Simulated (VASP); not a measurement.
# SnTe (Pm-3m) in VASP: a series of runs

SnTe is run at these levels: PBE-based screened hybrid with 25 % exact exchange, PBE; tasks: relaxation of cell and atoms, single point.

Program: VASP 6.6.1. These are calculated values, not measurements. Logs are shortened: lines on timing, memory, paths and dates and some standing lists are left out, and cuts for length are marked.

### 1 The cell of the first run

The structure is cubic, space group Pm-3m (No. 221). The conventional cell has a = 3.905 Å, b = 3.905 Å, c = 3.905 Å, α = 90.00°, β = 90.00°, γ = 90.00°. Te (site symmetry m-3m) has 8 Sn at 3.38 Å and 6 Te at 3.90 Å within 4.4 Å. Sn (site symmetry m-3m) has 8 Te at 3.38 Å and 6 Sn at 3.90 Å within 4.4 Å.

### 2 Relaxation of cell and atoms, PBE-based screened hybrid with 25 % exact exchange

Contents of POSCAR:

```
SnTe
1.0
    3.9047000000      0.0000000000      0.0000000000
    0.0000000000      3.9047000000      0.0000000000
    0.0000000000      0.0000000000      3.9047000000
Te Sn
1 1
Direct
    0.5000000000      0.5000000000      0.5000000000
    0.0000000000      0.0000000000      0.0000000000
```

Contents of INCAR.step1:

```
SYSTEM = SnTe
PREC = Accurate
ENCUT = 600
EDIFF = 1E-5
ISMEAR = -1
SIGMA = 0.05
LREAL = .FALSE.
LASPH = .TRUE.
NELM = 60
ALGO = Normal
LWAVE = .TRUE.
LCHARG = .FALSE.
GGA = PE
NBANDS = 17
```

Contents of INCAR.step2:

```
SYSTEM = SnTe
PREC = Accurate
ENCUT = 600
EDIFF = 1E-6
ISMEAR = -1
SIGMA = 0.05
LREAL = .FALSE.
LASPH = .TRUE.
NELM = 60
ALGO = Normal
ISIF = 3
LWAVE = .FALSE.
LCHARG = .FALSE.
GGA = PE
LHFCALC = .TRUE.
AEXX = 0.25
HFSCREEN = 0.3
PRECFOCK = Normal
IBRION = 2
NSW = 60
EDIFFG = -0.01
ISTART = 1
```

Contents of KPOINTS:

```
Automatic mesh
0
G
  4 4 4
  0 0 0
```

Potentials or basis: VASP PAW PBE potentials, release 64 (Te, Sn_d).

Started as:

```sh
cat potpaw_PBE.64/Te/POTCAR potpaw_PBE.64/Sn_d/POTCAR > POTCAR
cp INCAR.step1 INCAR
mpirun -np 1 vasp_std > vasp.out
cp INCAR.step2 INCAR
mpirun -np 1 vasp_std > vasp.out
```

OUTCAR:

```text
SYSTEM = SnTe
   PREC = Accurate
   ENCUT = 600
   EDIFF = 1E-6
   ISMEAR = -1
   LREAL = .FALSE.
   LASPH = .TRUE.
   NELM = 60
   ISIF = 3
   GGA = PE
   LHFCALC = .TRUE.
   AEXX = 0.25
   HFSCREEN = 0.3
   PRECFOCK = Normal
   IBRION = 2
   NSW = 60
   EDIFFG = -0.01
   ISTART = 1

 ion  position               nearest neighbor table
   1  0.500  0.500  0.500-   2 3.38   2 3.38   2 3.38   2 3.38   2 3.38   2 3.38   2 3.38   2 3.38

   2  0.000  0.000  0.000-   1 3.38   1 3.38   1 3.38   1 3.38   1 3.38   1 3.38   1 3.38   1 3.38

  LATTYP: Found a simple cubic cell.
 ALAT       =     3.9047000000

  Lattice vectors:

 A1 = (   3.9047000000,   0.0000000000,   0.0000000000)
 A2 = (   0.0000000000,   3.9047000000,   0.0000000000)
 A3 = (   0.0000000000,   0.0000000000,   3.9047000000)

Analysis of symmetry for initial positions (statically):
=====================================================================
 Subroutine PRICEL returns:
 Original cell was already a primitive cell.

 Routine SETGRP: Setting up the symmetry group for a
 simple cubic supercell.

 Subroutine GETGRP returns: Found 48 space group operations
 (whereof 48 operations were pure point group operations)
 out of a pool of 48 trial point group operations.

The static configuration has the point symmetry O_h .

Analysis of symmetry for dynamics (positions and initial velocities):
=====================================================================
 Subroutine PRICEL returns:
 Original cell was already a primitive cell.

 Routine SETGRP: Setting up the symmetry group for a
 simple cubic supercell.

 Subroutine GETGRP returns: Found 48 space group operations
 (whereof 48 operations were pure point group operations)
 out of a pool of 48 trial point group operations.

The dynamic configuration has the point symmetry O_h .

 Subroutine INISYM returns: Found 48 space group operations
 (whereof 48 operations are pure point group operations),
 and found     1 'primitive' translations

----------------------------------------------------------------------------------------

                                     Primitive cell

  volume of cell :      59.5337

  direct lattice vectors                    reciprocal lattice vectors
     3.904700000  0.000000000  0.000000000     0.256101621  0.000000000  0.000000000
     0.000000000  3.904700000  0.000000000     0.000000000  0.256101621  0.000000000
     0.000000000  0.000000000  3.904700000     0.000000000  0.000000000  0.256101621

  length of vectors
     3.904700000  3.904700000  3.904700000     0.256101621  0.256101621  0.256101621

  position of ions in fractional coordinates (direct lattice)
     0.500000000  0.500000000  0.500000000
     0.000000000  0.000000000  0.000000000

  ion indices of the primitive-cell ions
   primitive index   ion index
                 1           1
                 2           2

----------------------------------------------------------------------------------------

 KPOINTS: Automatic mesh

Automatic generation of k-mesh.
 Grid dimensions read from file:
 generate k-points for:    4    4    4

 Generating k-lattice:

  Cartesian coordinates                     Fractional coordinates (reciprocal lattice)
     0.064025405  0.000000000  0.000000000     0.250000000  0.000000000  0.000000000
     0.000000000  0.064025405  0.000000000     0.000000000  0.250000000  0.000000000
     0.000000000  0.000000000  0.064025405     0.000000000  0.000000000  0.250000000

  Length of vectors
     0.064025405  0.064025405  0.064025405

  Shift w.r.t. Gamma in fractional coordinates (k-lattice)
     0.000000000  0.000000000  0.000000000

 Subroutine IBZKPT returns following result:
 ===========================================

 Found     10 irreducible k-points:

 Following reciprocal coordinates:
            Coordinates               Weight
  0.000000  0.000000  0.000000      1.000000
  0.250000  0.000000  0.000000      6.000000
  0.500000  0.000000  0.000000      3.000000
  0.250000  0.250000  0.000000     12.000000
  0.500000  0.250000  0.000000     12.000000
  0.500000  0.500000  0.000000      3.000000
  0.250000  0.250000  0.250000      8.000000
  0.500000  0.250000  0.250000     12.000000
  0.500000  0.500000  0.250000      6.000000
  0.500000  0.500000  0.500000      1.000000
   k-points           NKPTS =     10   k-points in BZ     NKDIM =     64   number of bands    NBANDS=     14
   number of dos      NEDOS =    301   number of ions     NIONS =      2
   total plane-waves  NPLWV =  32768
   dimension x,y,z NGX =    32 NGY =   32 NGZ =   32
   dimension x,y,z NGXF=    64 NGYF=   64 NGZF=   64
   ions per type =               1   1
   NGX,Y,Z   is equivalent  to a cutoff of  13.62, 13.62, 13.62 a.u.
   NGXF,Y,Z  is equivalent  to a cutoff of  27.25, 27.25, 27.25 a.u.
 SYSTEM =  SnTe
   PREC   = accura    normal or accurate (medium, high low for compatibility)
   ISTART =      1    job   : 0-new  1-cont  2-samecut
   ICHARG =      0    charge: 1-file 2-atom 10-const
   ISPIN  =      1    spin polarized calculation?
   LNONCOLLINEAR =      F non collinear calculations
   LSORBIT =      F    spin-orbit coupling
   LASPH  =      T    aspherical Exc in radial PAW
   ENCUT  =  600.0 eV  44.10 Ry    6.64 a.u.   7.80  7.80  7.80*2*pi/ulx,y,z
   NELM   =     60;   NELMIN=  2; NELMDL=  0     # of ELM steps
   EDIFF  = 0.1E-05   stopping-criterion for ELM
   LREAL  =      F    real-space projection
   EDIFFG = -.1E-01   stopping-criterion for IOM
   NSW    =     60    number of steps for IOM
   IBRION =      2    ionic relax: 0-MD 1-quasi-New 2-CG
   NFREE  =      1    steps in history (QN), initial steepest desc. (CG)
   ISIF   =      3    stress and relaxation
   ISYM   =      3    0-nonsym 1-usesym 2-fastsym
   POTIM  = 0.5000    time-step for ionic-motion
   TEBEG  =    0.0;   TEEND  =   0.0 temperature during run
   PSTRESS=    0.0 pullay stress
   NELECT =      20.0000    total number of electrons
   NUPDOWN=      -1.0000    fix difference up-down
   EMIN   =  10.00;   EMAX   =-10.00  energy-range for DOS
   EFERMI =   0.00;   METHOD = LEGACY
   ISMEAR =    -1;   SIGMA  =   0.05  broadening in eV -4-tet -1-fermi 0-gaus
   EFERMI_NEDOS =   21; number of points for ismear=-14 and -15
   IALGO  =     38    algorithm
   IMIX   =      1    mixing-type and parameters
     AMIX     =   0.40;   BMIX     =  1.00
     AMIX_MAG =   1.60;   BMIX_MAG =  1.00
  volume/ion in A,a.u.               =      29.77       200.88
  Fermi-wavevector in a.u.,A,eV,Ry     =   1.138057  2.150615 17.621893  1.295173
  Thomas-Fermi vector in A             =   2.274761
   LORBIT       =      0    0 simple, 1 ext, 2 COOP (PROOUT), +10 PAW based schemes
   GGA     = PE    functional components
   LHFCALC =     T    Hartree Fock is set to
   PRECFOCK=normal    Normal, Fast or Accurate (Low or Medium for compatibility)
   ENCUT4O =  -1.0   cutoff for four orbital integrals eV
   NKREDX  =     1    reduce k-point grid by
   NKREDY  =     1    reduce k-point grid by
   NKREDZ  =     1    reduce k-point grid by
   AEXX    =    0.2500 exact exchange contribution
   HFSCREEN=    0.3000 screening length (either q_TF or 0.3 A-1)
   HFSCREENC=   0.3000 screening length for correlation (either q_TF or 0.3 A-1)
   ENCUTFOCK=  -1.0 apply spherical cutoff to Coloumb kernel
   IVDW    =     0    specifies the selected vdW correction
   LEPSILON=     F    determine dielectric tensor
   LRPA    =     F    only Hartree local field effects (RPA)
 conjugate gradient relaxation of ions
 non-spin polarized calculation
  energy-cutoff  :      600.00
  volume of cell :       59.53
 maximum number of plane-waves:      2008
 NGX is ok and might be reduce to    32
  NGX = 24; NGY = 24; NGZ = 24

--------------------------------------- Ionic step        1  -------------------------------------------

 number of electron      19.9999995 magnetization

 Free energy of the ion-electron system (eV)
  ---------------------------------------------------
  ext. energy  EPLUGINS =         0.00000000
  ---------------------------------------------------
  free energy    TOTEN  =        -7.99391004 eV

  energy without entropy =       -7.96751142  energy(sigma->0) =       -7.98071073

------------------------ aborting loop because EDIFF is reached ----------------------------------------

  FORCE on cell =-STRESS in cart. coord.  units (eV):
  Direction    XX          YY          ZZ          XY          YZ          ZX
  --------------------------------------------------------------------------------------
  -------------------------------------------------------------------------------------
  Total       -0.3513840     -0.3513840     -0.3513840     -0.0000000      0.0000000      0.0000000
  in kB       -9.4564800     -9.4564800     -9.4564800     -0.0000000      0.0000000      0.0000000
  external PRESSURE =      -9.4564800 kB  Pullay stress =       0.0000000 kB

 VOLUME and BASIS-vectors are now :
 -----------------------------------------------------------------------------
  energy-cutoff  :      600.00
  volume of cell :       59.53
      direct lattice vectors                 reciprocal lattice vectors
     3.904700000  0.000000000  0.000000000     0.256101621  0.000000000  0.000000000
     0.000000000  3.904700000  0.000000000     0.000000000  0.256101621  0.000000000
     0.000000000  0.000000000  3.904700000     0.000000000  0.000000000  0.256101621
[... 37 lines left out ...]
 POSITION                                       TOTAL-FORCE (eV/Angst)
 -----------------------------------------------------------------------------------
      1.93580      1.93580      1.93580         0.000000      0.000000      0.000000
      0.00000      0.00000      0.00000        -0.000000     -0.000000      0.000000
 -----------------------------------------------------------------------------------
    total drift:                               -0.000000      0.000001     -0.000000

  FREE ENERGIE OF THE ION-ELECTRON SYSTEM (eV)
  ---------------------------------------------------
  free  energy   TOTEN  =        -7.9993153890 eV

  energy  without entropy=       -7.9736487557  energy(sigma->0) =       -7.98648207

--------------------------------------- Ionic step        3  -------------------------------------------

 number of electron      20.0000005 magnetization

 Free energy of the ion-electron system (eV)
  ---------------------------------------------------
  ext. energy  EPLUGINS =         0.00000000
  ---------------------------------------------------
  free energy    TOTEN  =        -7.99939052 eV

  energy without entropy =       -7.97370348  energy(sigma->0) =       -7.98654700

 E-fermi :   7.2186     XC(G=0):  -8.4473

 val. band max:        7.2032192784   @ k =   0.5000   0.2500   0.2500
 cond. band min:       7.4212109161   @ k =   0.5000   0.0000   0.0000
 fundamental gap:      0.2179916377
 Fermi energy:         7.2185668652

 k-point     1 :       0.0000    0.0000    0.0000
  band No.  band energies     occupation
      1     -16.5491      2.00000
      2     -16.5491      2.00000
      3     -16.5103      2.00000
      4     -16.5103      2.00000
      5     -16.5103      2.00000
      6      -6.4519      2.00000
      7       1.7077      2.00000
      8       5.2146      2.00000
      9       5.2146      2.00000
     10       5.2146      2.00000
     11      11.0819      0.00000
     12      11.0819      0.00000
     13      13.3999      0.00000
     14      13.3999      0.00000

 k-point     2 :       0.2500    0.0000    0.0000
  band No.  band energies     occupation
      1     -16.5483      2.00000
      2     -16.5313      2.00000
      3     -16.5167      2.00000
      4     -16.5167      2.00000
      5     -16.5098      2.00000
      6      -5.9098      2.00000
      7      -0.0565      2.00000
      8       5.6504      2.00000
      9       5.8389      2.00000
     10       5.8389      2.00000
[... 160 lines left out ...]
 POSITION                                       TOTAL-FORCE (eV/Angst)
 -----------------------------------------------------------------------------------
      1.93407      1.93407      1.93407         0.000000      0.000000      0.000000
      0.00000      0.00000      0.00000        -0.000000     -0.000000      0.000000
 -----------------------------------------------------------------------------------
    total drift:                               -0.000001     -0.000001     -0.000001

  FREE ENERGIE OF THE ION-ELECTRON SYSTEM (eV)
  ---------------------------------------------------
  free  energy   TOTEN  =        -7.9993905211 eV

  energy  without entropy=       -7.9737034758  energy(sigma->0) =       -7.98654700

 reached required accuracy - stopping structural energy minimisation
```

It took 16 min on 1 thread of AMD EPYC 9R45 (Zen 5), shared host; peak memory 0.27 GiB.

What came out:

```yaml
Free_energy: -7.9994 eV
Relaxed_volume: 28.94 Å³/atom
Relaxed_cell: a = 3.868 Å, b = 3.868 Å, c = 3.868 Å, α = 90.00°, β = 90.00°, γ = 90.00°
Space_group_after_relaxing_to_0.1_Å: Pm-3m (No. 221)
Energy_gained_by_relaxing: 2.7 meV/atom
Ionic_steps: 3
Pressure_after_relaxing: 0.0 GPa
Band_gap_on_the_k_mesh: zero (bands 10 and 11 overlap by 1.68 eV)
```

Step by step:
| step | energy change (eV) | largest force (eV/Å) | pressure (GPa) | volume (Å³) |
| --- | --- | --- | --- | --- |
| 1 | 0.0000 | 0.0000 | -0.95 | 59.53 |
| 2 | -0.0054 | 0.0000 | -0.12 | 58.03 |
| 3 | -0.0055 | 0.0000 | -0.02 | 57.88 |

Final structure:
```
Te Sn
1.0
     3.86815    0.00000    0.00000
     0.00000    3.86815    0.00000
     0.00000    0.00000    3.86815
Te Sn
1 1
Direct
  0.50000 0.50000 0.50000
  0.00000 0.00000 0.00000
```

Caveat: the k points lie up to 0.41 Å⁻¹ apart in the final cell, too coarse for converged energies and pressures of a metal; the PAW data sets were made with another functional, which shifts forces and pressure a little; spin-orbit coupling is left out, which moves the levels of the heavy elements.

### 3 Single point, PBE

This run uses another cell than the first one, of 29.17 Å³/atom.

Contents of INCAR:

```
PREC     = Accurate       # precision mode
ENCUT    = 500            # plane-wave cutoff, eV
EDIFF    = 1E-6           # SCF threshold, eV
ISMEAR   = -1             # smearing method
SIGMA    = 0.05           # smearing width, eV
LREAL    = F              # projectors in reciprocal space
LASPH    = T              # aspherical terms in the spheres
NELM     = 120            # most SCF steps
ALGO     = Normal         # electronic algorithm
ISIF     = 2              # what is computed and relaxed
LWAVE    = F              # write WAVECAR
LCHARG   = F              # write CHGCAR
GGA      = PE             # functional
NBANDS   = 17             # bands
GGA_COMPAT= F
```

Contents of KPOINTS:

```
Automatic mesh
0
Gamma
  7 7 7
```

Contents of POSCAR:

```
SnTe
1.0
    3.8784931701      0.0000000000      0.0000000000
    0.0000000000      3.8784931701      0.0000000000
    0.0000000000      0.0000000000      3.8784931701
Te Sn
1 1
Direct
    0.5000000000      0.5000000000      0.5000000000
    0.0000000000      0.0000000000      0.0000000000
```

Potentials or basis: VASP PAW PBE potentials, release 64 (Te, Sn_d).

Started as:

```sh
cat potpaw_PBE.64/Te/POTCAR potpaw_PBE.64/Sn_d/POTCAR > POTCAR
mpirun -np 1 vasp_std > vasp.out
```

Wall time 22 s (1 thread of Intel Xeon 8259CL, shared host); peak memory 0.16 GiB.

It converged, with:

| Item | Value |
| --- | --- |
| Free energy | -7.0856 eV |
| Pressure | -0.4 GPa |
| Band gap on the k mesh | zero (bands 10 and 11 overlap by 1.12 eV) |

Levels at points of the mesh, in eV from the Fermi level:
```tsv
k point	band 8	band 9	band 10	band 11	band 12	band 13
(0.00, 0.00, 0.00)	-1.74	-1.74	-1.74	3.59	3.59	5.54
```

Caveat: spin-orbit coupling is left out, which moves the levels of the heavy elements.

The gap in the log of VASP goes by the Fermi energy; the results here count the filled bands.